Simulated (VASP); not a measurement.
# I in VASP: notebook

I is run at these levels: PBE; tasks: single point.

All numbers are computed with VASP 6.6.1; they aren't measurements. Logs are shortened: lines on timing, memory, paths and dates and some standing lists are left out, and cuts for length are marked.

### Step 1. The cell of the first run

Symmetry: C2/m, No. 12, monoclinic system. The conventional cell has a = 5.077 Å, b = 7.413 Å, c = 2.880 Å, α = 90.00°, β = 124.24°, γ = 90.00°. Within 3.8 Å of I (site symmetry 2/m) lie 2 I at 2.88 Å.

### Step 2. Single point, PBE

The input, INCAR:

```
SYSTEM = I
PREC = Accurate
ENCUT = 520
EDIFF = 1E-6
ISMEAR = -1
SIGMA = 0.05
LREAL = .FALSE.
LASPH = .TRUE.
NELM = 100
ALGO = Normal
ISIF = 2
LWAVE = .FALSE.
LCHARG = .FALSE.
GGA = PE
NBANDS = 10
```

The input, KPOINTS:

```
Automatic mesh
0
G
  7 7 11
  0 0 0
```

The input, POSCAR:

```
I
1.0
    2.5383465792     -3.7066249365      0.0000000000
    2.5383465792      3.7066249365      0.0000000000
   -1.6208748370      0.0000000000      2.3810977968
I
1
Direct
    0.5000000000      0.5000000000      0.5000000000
```

Potentials or basis: VASP PAW PBE potentials, release 64 (I).

The run is started by

```
cat potpaw_PBE.64/I/POTCAR > POTCAR
mpirun -np 1 vasp_std > vasp.out
```

OUTCAR:

```text
SYSTEM = I
   PREC = Accurate
   ENCUT = 520
   EDIFF = 1E-6
   ISMEAR = -1
   LREAL = .FALSE.
   LASPH = .TRUE.
   NELM = 100
   ISIF = 2
   GGA = PE

 ion  position               nearest neighbor table
   1  0.500  0.500  0.500-

  LATTYP: Found a base centered monoclinic cell.
 ALAT       =     5.0766931584
 B/A-ratio  =     1.4602517114
 C/A-ratio  =     0.5673826054
 COS(beta)  =    -0.5627202553

  Lattice vectors:

 A1 = (   2.5383465792,  -3.7066249365,   0.0000000000)
 A2 = (   2.5383465792,   3.7066249365,   0.0000000000)
 A3 = (  -1.6208748370,   0.0000000000,   2.3810977968)

Analysis of symmetry for initial positions (statically):
=====================================================================
 Subroutine PRICEL returns:
 Original cell was already a primitive cell.

 Routine SETGRP: Setting up the symmetry group for a
 base centered monoclinic supercell.

 Subroutine GETGRP returns: Found  4 space group operations
 (whereof  4 operations were pure point group operations)
 out of a pool of  4 trial point group operations.

The static configuration has the point symmetry C_2h.

Analysis of symmetry for dynamics (positions and initial velocities):
=====================================================================
 Subroutine PRICEL returns:
 Original cell was already a primitive cell.

 Routine SETGRP: Setting up the symmetry group for a
 base centered monoclinic supercell.

 Subroutine GETGRP returns: Found  4 space group operations
 (whereof  4 operations were pure point group operations)
 out of a pool of  4 trial point group operations.

The dynamic configuration has the point symmetry C_2h.

 Subroutine INISYM returns: Found  4 space group operations
 (whereof  4 operations are pure point group operations),
 and found     1 'primitive' translations

----------------------------------------------------------------------------------------

                                     Primitive cell

  volume of cell :      44.8061

  direct lattice vectors                    reciprocal lattice vectors
     2.538346579 -3.706624936  0.000000000     0.196978618 -0.134893605  0.134088438
     2.538346579  3.706624936  0.000000000     0.196978618  0.134893605  0.134088438
    -1.620874837  0.000000000  2.381097797     0.000000000  0.000000000  0.419974350

  length of vectors
     4.492468339  4.492468339  2.880427391     0.273818498  0.273818498  0.419974350

  position of ions in fractional coordinates (direct lattice)
     0.500000000  0.500000000  0.500000000

  ion indices of the primitive-cell ions
   primitive index   ion index
                 1           1

----------------------------------------------------------------------------------------

 KPOINTS: Automatic mesh

Automatic generation of k-mesh.
 Grid dimensions read from file:
 generate k-points for:    7    7   11

 Generating k-lattice:

  Cartesian coordinates                     Fractional coordinates (reciprocal lattice)
     0.028139803 -0.019270515  0.019155491     0.142857143 -0.000000000  0.000000000
     0.028139803  0.019270515  0.019155491    -0.000000000  0.142857143  0.000000000
     0.000000000  0.000000000  0.038179486     0.000000000  0.000000000  0.090909091

  Length of vectors
     0.039116928  0.039116928  0.038179486

  Shift w.r.t. Gamma in fractional coordinates (k-lattice)
     0.000000000  0.000000000  0.000000000

 Subroutine IBZKPT returns following result:
 ===========================================

 Found    156 irreducible k-points:

 Following reciprocal coordinates:
            Coordinates               Weight
  0.000000  0.000000  0.000000      1.000000
  0.142857  0.000000  0.000000      4.000000
  0.285714 -0.000000  0.000000      4.000000
  0.428571  0.000000  0.000000      4.000000
  0.142857  0.142857  0.000000      2.000000
  0.285714  0.142857 -0.000000      4.000000
[... 16 lines left out ...]
 -0.142857  0.000000  0.090909      4.000000
  0.142857  0.142857  0.090909      2.000000
 [... further k-points ...]
   k-points           NKPTS =    156   k-points in BZ     NKDIM =    156   number of bands    NBANDS=     10
   number of dos      NEDOS =    301   number of ions     NIONS =      1
   total plane-waves  NPLWV =  31104
   dimension x,y,z NGX =    36 NGY =   36 NGZ =   24
   dimension x,y,z NGXF=    72 NGYF=   72 NGZF=   48
   ions per type =               1
   NGX,Y,Z   is equivalent  to a cutoff of  13.32, 13.32, 13.85 a.u.
   NGXF,Y,Z  is equivalent  to a cutoff of  26.64, 26.64, 27.70 a.u.
 SYSTEM =  I
   PREC   = accura    normal or accurate (medium, high low for compatibility)
   ISTART =      0    job   : 0-new  1-cont  2-samecut
   ICHARG =      2    charge: 1-file 2-atom 10-const
   ISPIN  =      1    spin polarized calculation?
   LNONCOLLINEAR =      F non collinear calculations
   LSORBIT =      F    spin-orbit coupling
   LASPH  =      T    aspherical Exc in radial PAW
   ENCUT  =  520.0 eV  38.22 Ry    6.18 a.u.   8.35  8.35  5.36*2*pi/ulx,y,z
   NELM   =    100;   NELMIN=  2; NELMDL= -5     # of ELM steps
   EDIFF  = 0.1E-05   stopping-criterion for ELM
   LREAL  =      F    real-space projection
   EDIFFG = 0.1E-04   stopping-criterion for IOM
   NSW    =      0    number of steps for IOM
   IBRION =     -1    ionic relax: 0-MD 1-quasi-New 2-CG
   NFREE  =      0    steps in history (QN), initial steepest desc. (CG)
   ISIF   =      2    stress and relaxation
   ISYM   =      2    0-nonsym 1-usesym 2-fastsym
   POTIM  = 0.5000    time-step for ionic-motion
   TEBEG  =    0.0;   TEEND  =   0.0 temperature during run
   PSTRESS=    0.0 pullay stress
   NELECT =       7.0000    total number of electrons
   NUPDOWN=      -1.0000    fix difference up-down
   EMIN   =  10.00;   EMAX   =-10.00  energy-range for DOS
   EFERMI =   0.00;   METHOD = LEGACY
   ISMEAR =    -1;   SIGMA  =   0.05  broadening in eV -4-tet -1-fermi 0-gaus
   EFERMI_NEDOS =   21; number of points for ismear=-14 and -15
   IALGO  =     38    algorithm
   IMIX   =      4    mixing-type and parameters
     AMIX     =   0.40;   BMIX     =  1.00
     AMIX_MAG =   1.60;   BMIX_MAG =  1.00
  volume/ion in A,a.u.               =      44.81       302.37
  Fermi-wavevector in a.u.,A,eV,Ry     =   0.881716  1.666201 10.577477  0.777423
  Thomas-Fermi vector in A             =   2.002249
   LORBIT       =      0    0 simple, 1 ext, 2 COOP (PROOUT), +10 PAW based schemes
   GGA     = PE    functional components
   LHFCALC =     F    Hartree Fock is set to
   AEXX    =    0.0000 exact exchange contribution
   IVDW    =     0    specifies the selected vdW correction
   LEPSILON=     F    determine dielectric tensor
   LRPA    =     F    only Hartree local field effects (RPA)
 non-spin polarized calculation
  energy-cutoff  :      520.00
  volume of cell :       44.81
 maximum number of plane-waves:      1223
 NGX is ok and might be reduce to    36
   NGX = 17   NGY = 17   NGZ = 11

 number of electron       7.0000000 magnetization

 Free energy of the ion-electron system (eV)
  ---------------------------------------------------
  ext. energy  EPLUGINS =         0.00000000
  ---------------------------------------------------
  free energy    TOTEN  =        -1.39470993 eV

  energy without entropy =       -1.38957471  energy(sigma->0) =       -1.39214232

 E-fermi :   2.1926     XC(G=0):  -7.7589

 val. band max:        2.1207315759   @ k =  -0.1429  -0.1429   0.4545
 cond. band min:       2.2095104109   @ k =   0.2857   0.1429   0.4545
 fundamental gap:      0.0887788351
 Fermi energy:         2.1925716810

 k-point     1 :       0.0000    0.0000    0.0000
  band No.  band energies     occupation
      1     -11.4269      2.00000
      2       0.5984      2.00000
      3       0.6216      2.00000
      4       6.1194      0.00000
      5       6.5103      0.00000
      6      10.0137      0.00000
      7      10.3147      0.00000
      8      12.8536      0.00000
      9      12.9086      0.00000
     10      17.9536      0.00000

 k-point     2 :       0.1429    0.0000    0.0000
  band No.  band energies     occupation
      1     -11.3772      2.00000
      2       0.1192      2.00000
      3       0.5040      2.00000
      4       6.1222      0.00000
      5       7.2099      0.00000
      6       9.5475      0.00000
      7      10.5945      0.00000
      8      12.8540      0.00000
      9      14.3815      0.00000
     10      18.1912      0.00000

 k-point     3 :       0.2857   -0.0000    0.0000
  band No.  band energies     occupation
      1     -11.2607      2.00000
      2      -0.7646      2.00000
      3       0.2964      2.00000
      4       6.1288      0.00000
      5       7.6796      0.00000
      6      10.0424      0.00000
      7      11.9993      0.00000
      8      12.8621      0.00000
      9      17.2029      0.00000
     10      18.2543      0.00000

 k-point     4 :       0.4286    0.0000    0.0000
  band No.  band energies     occupation
      1     -11.1624      2.00000
      2      -1.3473      2.00000
      3       0.1433      2.00000
      4       6.1343      0.00000
      5       7.3366      0.00000
      6      12.0138      0.00000
      7      12.8553      0.00000
      8      14.0514      0.00000
      9      16.8816      0.00000
     10      17.5156      0.00000
[... 222 lines left out ...]
 k-point    22 :      -0.2857    0.0000    0.0909
  band No.  band energies     occupation
      1     -11.1822      2.00000
      2      -0.2201      2.00000
      3       0.4921      2.00000
      4       4.8352      0.00000
      5       7.8875      0.00000
      6       9.5233      0.00000
      7      11.4422      0.00000
      8      14.1867      0.00000
      9      15.7067      0.00000
     10      15.9294      0.00000

 k-point    23 :      -0.1429    0.0000    0.0909
  band No.  band energies     occupation
      1     -11.2731      2.00000
      2       0.5425      2.00000
      3       0.6970      2.00000
      4       4.8401      0.00000
      5       6.9281      0.00000
      6       9.9180      0.00000
      7      10.5515      0.00000
      8      13.6065      0.00000
      9      14.2489      0.00000
     10      15.3817      0.00000

 k-point    24 :       0.1429    0.1429    0.0909
  band No.  band energies     occupation
      1     -11.0857      2.00000
      2      -0.7764      2.00000
      3       0.2040      2.00000
      4       4.8942      0.00000
      5       8.9339      0.00000
      6       9.0040      0.00000
      7      13.2202      0.00000
      8      14.3273      0.00000
      9      15.6731      0.00000
     10      16.0622      0.00000

 [... further k-points ...]
[... 5 lines left out ...]
  --------------------------------------------------------------------------------------
  -------------------------------------------------------------------------------------
  Total        0.2751446      0.2241039      0.4010956      0.0000000      0.0000000     -0.1849353
  in kB        9.8386322      8.0135194     14.3423968      0.0000000      0.0000000     -6.6129257
  external PRESSURE =      10.7315161 kB  Pullay stress =       0.0000000 kB

 VOLUME and BASIS-vectors are now :
 -----------------------------------------------------------------------------
  energy-cutoff  :      520.00
  volume of cell :       44.81
      direct lattice vectors                 reciprocal lattice vectors
     2.538346579 -3.706624936  0.000000000     0.196978618 -0.134893605  0.134088438
     2.538346579  3.706624936  0.000000000     0.196978618  0.134893605  0.134088438
    -1.620874837  0.000000000  2.381097797     0.000000000  0.000000000  0.419974350

 POSITION                                       TOTAL-FORCE (eV/Angst)
 -----------------------------------------------------------------------------------
      1.72791      0.00000      1.19055        -0.000000     -0.000000      0.000000
 -----------------------------------------------------------------------------------
    total drift:                                0.000000      0.000000      0.000000

  FREE ENERGIE OF THE ION-ELECTRON SYSTEM (eV)
  ---------------------------------------------------
  free  energy   TOTEN  =        -1.3947099343 eV

  energy  without entropy=       -1.3895747067  energy(sigma->0) =       -1.39214232
```

Run time: 28 s. Hardware: 1 thread of AMD EPYC 9R45 (Zen 5), shared host; peak memory 0.19 GiB.

Results:

- Free energy: -1.3947 eV
- Pressure: 1.1 GPa

Stress tensor (GPa, compression positive):
```
 0.98  0.00 -0.66
 0.00  0.80  0.00
-0.66  0.00  1.43
```

Caveat: spin-orbit coupling is left out, which moves the levels of the heavy elements; an odd number of electrons without spin polarisation forces a metal; a magnetic or distorted state may lie lower.

### Step 3. Single point, PBE (volume scaled by 1.02)

The input, INCAR:

```
  ALGO = Normal
  EDIFF = 1E-7
  ENCUT = 520
  GGA = PE
  ISIF = 2
  ISMEAR = -1
  LASPH = True
  LCHARG = True
  LELF = True
  LREAL = False
  LVHAR = True
  LWAVE = False
  NBANDS = 10
  NELM = 80
  PREC = Accurate
  SIGMA = 0.05
```

The input, KPOINTS:

```
k-points
0
Gamma
  7 7 11
```

The input, POSCAR:

```
I
1.0
    2.5551573114     -3.7311728369      0.0000000000
    2.5551573114      3.7311728369      0.0000000000
   -1.6316094203      0.0000000000      2.3968671159
I
1
Direct
    0.5000000000      0.5000000000      0.5000000000
```

Potentials or basis: VASP PAW PBE potentials, release 64 (I).

The run is started by

```
cat potpaw_PBE.64/I/POTCAR > POTCAR
mpirun -np 1 vasp_std > vasp.out
```

Run time: 32 s. Hardware: 1 thread of AMD EPYC 9R45 (Zen 5), shared host; peak memory 0.19 GiB.

Results (log left out):

```
Free energy : -1.3994 eV
Pressure    : 0.6 GPa
```

Stress tensor (GPa, compression positive):
```
 0.53  0.00 -0.20
 0.00  0.70  0.00
-0.20  0.00  0.63
```

Levels at points of the mesh, in eV from the Fermi level:
```
           k point  band 1  band 2  band 3  band 4  band 5  band 6  band 7  band 8
(0.00, 0.00, 0.00)  -13.50   -1.54   -1.52    3.81    4.37    7.86    8.16   10.57
```

Caveat: spin-orbit coupling is left out, which moves the levels of the heavy elements; an odd number of electrons without spin polarisation forces a metal; a magnetic or distorted state may lie lower.

### Step 4. Single point, PBE (the cell strained at random)

The input, INCAR:

```
SYSTEM = I
PREC     = Accurate       ! precision mode
ENCUT    = 520            ! plane-wave cutoff, eV
EDIFF    = 1E-6           ! SCF threshold, eV
ISMEAR   = -1             ! smearing method
SIGMA    = 0.05           ! smearing width, eV
LREAL    = .False.        ! projectors in reciprocal space
LASPH    = .True.         ! aspherical terms in the spheres
NELM     = 60             ! most SCF steps
ALGO     = Normal         ! electronic algorithm
ISIF     = 2              ! what is computed and relaxed
LWAVE    = .False.        ! write WAVECAR
LCHARG   = .False.        ! write CHGCAR
GGA      = PE             ! functional
NBANDS   = 10             ! bands
```

The input, KPOINTS:

```
regular mesh
0
Gamma
  7 7 11
  0 0 0
```

The input, POSCAR:

```
I
1.0
    2.4412430000     -3.6483080000     -0.0116530000
    2.6305880000      3.7779740000     -0.0648680000
   -1.6552130000     -0.0584920000      2.4058320000
I
1
Direct
    0.5067520000      0.4954560000      0.5157190000
```

The run is started by

```
cat potpaw_PBE.64/I/POTCAR > POTCAR
mpirun -np 1 vasp_std > vasp.out
```

Run time: 51 s. Hardware: 1 thread of AMD EPYC 9R45 (Zen 5), shared host; peak memory 0.23 GiB.

Results (log left out):

- Free energy: -1.3956 eV
- Pressure: 0.4 GPa

Stress tensor (GPa, compression positive):
```
 0.35 -0.16  0.15
-0.16  0.81  0.04
 0.15  0.04  0.16
```

Levels at points of the mesh, in eV from the Fermi level:
```tsv
k point	band 1	band 2	band 3	band 4	band 5	band 6	band 7	band 8
(0.00, 0.00, 0.00)	-13.45	-1.45	-1.34	3.66	4.48	7.80	8.49	10.43
```

Caveat: the cell differs from its parent crystal (the cell strained at random); spin-orbit coupling is left out, which moves the levels of the heavy elements; an odd number of electrons without spin polarisation forces a metal; a magnetic or distorted state may lie lower.

### Step 5. Summary

| cell | gap on the mesh (eV) | pressure (GPa) |
| --- | --- | --- |
| a = 4.492, b = 4.492, c = 2.880 Å, angles 108.5, 108.5, 111.2°, 1 atom | none | 1.1 |
| a = 4.522, b = 4.522, c = 2.900 Å, angles 108.5, 108.5, 111.2°, 1 atom | none | 0.6 |
| a = 4.390, b = 4.604, c = 2.921 Å, angles 110.6, 107.5, 111.4°, 1 atom | none | 0.4 |

Alike in all rows: task single point; level PBE; potentials or basis VASP PAW PBE potentials, release 64 (I); no spin polarisation; k mesh 7 × 7 × 11; cutoff (eV) 520; smearing fermi-dirac 0.05 eV.

Caveats: spin-orbit coupling is left out, which moves the levels of the heavy elements; an odd number of electrons without spin polarisation forces a metal; a magnetic or distorted state may lie lower.

Absolute energies hang on the potentials; compare differences alone.
